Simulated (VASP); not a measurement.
# BiAu (Fm-3m) in VASP: a series of runs, part 3 of 3

VASP 6.6.1. Earlier steps stand in the parts before.

## Step 6: Single point, PBE (volume scaled by 1.070)

Contents of INCAR:

```
SYSTEM = BiAu
PREC     = Accurate       ! precision mode
ENCUT    = 520            ! plane-wave cutoff, eV
EDIFF    = 1E-6           ! SCF threshold, eV
ISMEAR   = 0              ! smearing method
SIGMA    = 0.05           ! smearing width, eV
LREAL    = .FALSE.        ! projectors in reciprocal space
LASPH    = .TRUE.         ! aspherical terms in the spheres
NELM     = 100            ! most SCF steps
ALGO     = Fast           ! electronic algorithm
ISIF     = 2              ! what is computed and relaxed
LWAVE    = .FALSE.        ! write WAVECAR
LCHARG   = .FALSE.        ! write CHGCAR
GGA      = PE             ! functional
NBANDS   = 20             ! bands
```

Contents of KPOINTS:

```
regular mesh
0
G
  10 10 10
  0 0 0
```

Contents of POSCAR:

```
BiAu
1.0
    0.0000000000      3.0374805218      3.0374805218
    3.0374805218      0.0000000000      3.0374805218
    3.0374805218      3.0374805218      0.0000000000
Au Bi
1 1
Direct
    0.5000000000      0.5000000000      0.5000000000
    0.0000000000      0.0000000000      0.0000000000
```

Potentials or basis: VASP PAW PBE potentials, release 64 (Au, Bi_d).

Run with:

```console
$ cat potpaw_PBE.64/Au/POTCAR potpaw_PBE.64/Bi_d/POTCAR > POTCAR
$ mpirun -np 1 vasp_std > vasp.out
```

OUTCAR:

```text
SYSTEM = BiAu
   PREC = Accurate
   ENCUT = 520
   EDIFF = 1E-6
   ISMEAR = 0
   LREAL = .FALSE.
   LASPH = .TRUE.
   NELM = 100
   ISIF = 2
   GGA = PE

 ion  position               nearest neighbor table
   1  0.500  0.500  0.500-   2 3.04   2 3.04   2 3.04   2 3.04   2 3.04   2 3.04
   2  0.000  0.000  0.000-   1 3.04   1 3.04   1 3.04   1 3.04   1 3.04   1 3.04

  LATTYP: Found a face centered cubic cell.
 ALAT       =     6.0749610436

  Lattice vectors:

 A1 = (   0.0000000000,   3.0374805218,   3.0374805218)
 A2 = (   3.0374805218,   0.0000000000,   3.0374805218)
 A3 = (   3.0374805218,   3.0374805218,   0.0000000000)

Analysis of symmetry for initial positions (statically):
=====================================================================
 Subroutine PRICEL returns:
 Original cell was already a primitive cell.

 Routine SETGRP: Setting up the symmetry group for a
 face centered cubic supercell.

 Subroutine GETGRP returns: Found 48 space group operations
 (whereof 48 operations were pure point group operations)
 out of a pool of 48 trial point group operations.

The static configuration has the point symmetry O_h .

Analysis of symmetry for dynamics (positions and initial velocities):
=====================================================================
 Subroutine PRICEL returns:
 Original cell was already a primitive cell.

 Routine SETGRP: Setting up the symmetry group for a
 face centered cubic supercell.

 Subroutine GETGRP returns: Found 48 space group operations
 (whereof 48 operations were pure point group operations)
 out of a pool of 48 trial point group operations.

The dynamic configuration has the point symmetry O_h .

 Subroutine INISYM returns: Found 48 space group operations
 (whereof 48 operations are pure point group operations),
 and found     1 'primitive' translations

----------------------------------------------------------------------------------------
[... 104 lines left out ...]
   NELECT =      26.0000    total number of electrons
   NUPDOWN=      -1.0000    fix difference up-down
   EMIN   =  10.00;   EMAX   =-10.00  energy-range for DOS
   EFERMI =   0.00;   METHOD = LEGACY
   ISMEAR =     0;   SIGMA  =   0.05  broadening in eV -4-tet -1-fermi 0-gaus
   EFERMI_NEDOS =   21; number of points for ismear=-14 and -15
   IALGO  =     68    algorithm
   IMIX   =      4    mixing-type and parameters
     AMIX     =   0.40;   BMIX     =  1.00
     AMIX_MAG =   1.60;   BMIX_MAG =  1.00
  volume/ion in A,a.u.               =      28.02       189.12
  Fermi-wavevector in a.u.,A,eV,Ry     =   1.267289  2.394830 21.851259  1.606022
  Thomas-Fermi vector in A             =   2.400445
   LORBIT       =      0    0 simple, 1 ext, 2 COOP (PROOUT), +10 PAW based schemes
   GGA     = PE    functional components
   LHFCALC =     F    Hartree Fock is set to
   AEXX    =    0.0000 exact exchange contribution
   IVDW    =     0    specifies the selected vdW correction
   LEPSILON=     F    determine dielectric tensor
   LRPA    =     F    only Hartree local field effects (RPA)
 non-spin polarized calculation
 RMM-DIIS sequential band-by-band and
 Gauss-broadening in eV      SIGMA  =   0.05
  energy-cutoff  :      520.00
  volume of cell :       56.05
 maximum number of plane-waves:      1524
   NGX = 15   NGY = 15   NGZ = 15

 number of electron      25.9999995 magnetization

 Free energy of the ion-electron system (eV)
  ---------------------------------------------------
  ext. energy  EPLUGINS =         0.00000000
  ---------------------------------------------------
  free energy    TOTEN  =        -7.08883663 eV

  energy without entropy =       -7.08746004  energy(sigma->0) =       -7.08814833

 E-fermi :   6.4819     XC(G=0): -10.2875

 val. band max:        6.4573778702   @ k =   0.5000   0.2000   0.0000
 cond. band min:       6.5038011140   @ k =   0.5000   0.4000   0.0000
 fundamental gap:      0.0464232438
 Fermi energy:         6.4818757389

 k-point     1 :       0.0000    0.0000    0.0000
  band No.  band energies     occupation
      1     -16.4023      2.00000
      2     -16.4023      2.00000
      3     -16.3898      2.00000
      4     -16.3898      2.00000
      5     -16.3898      2.00000
      6      -5.5080      2.00000
[... 541 lines left out ...]
     19      17.0280      0.00000
     20      19.1943      0.00000

 [... further k-points ...]
[... 5 lines left out ...]
  --------------------------------------------------------------------------------------
  -------------------------------------------------------------------------------------
  Total       -1.4233016     -1.4233016     -1.4233016     -0.0000000      0.0000000      0.0000000
  in kB      -40.6852525    -40.6852525    -40.6852525     -0.0000000      0.0000000      0.0000000
  external PRESSURE =     -40.6852525 kB  Pullay stress =       0.0000000 kB

 VOLUME and BASIS-vectors are now :
 -----------------------------------------------------------------------------
  energy-cutoff  :      520.00
  volume of cell :       56.05
      direct lattice vectors                 reciprocal lattice vectors
     0.000000000  3.037480522  3.037480522    -0.164610109  0.164610109  0.164610109
     3.037480522  0.000000000  3.037480522     0.164610109 -0.164610109  0.164610109
     3.037480522  3.037480522  0.000000000     0.164610109  0.164610109 -0.164610109

 POSITION                                       TOTAL-FORCE (eV/Angst)
 -----------------------------------------------------------------------------------
      3.03748      3.03748      3.03748         0.000000      0.000000     -0.000000
      0.00000      0.00000      0.00000        -0.000000     -0.000000      0.000000
 -----------------------------------------------------------------------------------
    total drift:                                0.000000     -0.000000     -0.000000

  FREE ENERGIE OF THE ION-ELECTRON SYSTEM (eV)
  ---------------------------------------------------
  free  energy   TOTEN  =        -7.0888366320 eV

  energy  without entropy=       -7.0874600380  energy(sigma->0) =       -7.08814833
```

stdout:

```text
POSCAR found type information on POSCAR AuBi
 POSCAR found :  2 types and       2 ions
 scaLAPACK will be used
 LDA part: xc-table for (Slater+PW92), standard interpolation
 POSCAR, INCAR and KPOINTS ok, starting setup
 FFT: planning ... GRIDC
 FFT: planning ... GRID_SOFT
 FFT: planning ... GRID
 WAVECAR not read
 entering main loop
```

Wall time 28 s (1 thread of Intel Xeon Platinum 8375C at 2.90GHz (Ice Lake), shared host); peak memory 0.21 GiB.

What came out:

| Item | Value |
| --- | --- |
| Free energy | -7.0888 eV |
| Pressure | -4.1 GPa |
| Band gap on the k mesh | zero (band 13 reaches 9.08 eV, above the bottom of band 14 at 4.64 eV) |

Caveat: spin-orbit coupling is left out, which moves the levels of the heavy elements.

## Step 7: The runs side by side

| level | potentials or basis | cell | gap on the mesh (eV) | pressure (GPa) |
| --- | --- | --- | --- | --- |
| PBEsol | VASP PAW PBE potentials, release 64 (Au, Bi_d) | a = 4.200 Å, angles 60.0°, 2 atoms | none | -4.1 |
| LDA | VASP PAW LDA potentials, release 64 (Au, Bi_d) | a = 4.200 Å, angles 60.0°, 2 atoms | none | -6.0 |
| PBE | VASP PAW PBE potentials, release 64 (Au, Bi_d) | a = 4.228 Å, angles 60.0°, 2 atoms | none | -1.4 |
| PBE | VASP PAW PBE potentials, release 64 (Au, Bi_d) | a = 4.255 Å, angles 60.0°, 2 atoms | none | -2.6 |
| PBE | VASP PAW PBE potentials, release 64 (Au, Bi_d) | a = 4.296 Å, angles 60.0°, 2 atoms | none | -4.1 |

Alike in all rows: task single point; no spin polarisation; k mesh 10 × 10 × 10; cutoff (eV) 520; smearing gaussian 0.05 eV.

Caveats: spin-orbit coupling is left out, which moves the levels of the heavy elements; the PAW data sets were made with another functional, which shifts forces and pressure a little (some runs).

Absolute energies hang on the potentials; compare differences alone.
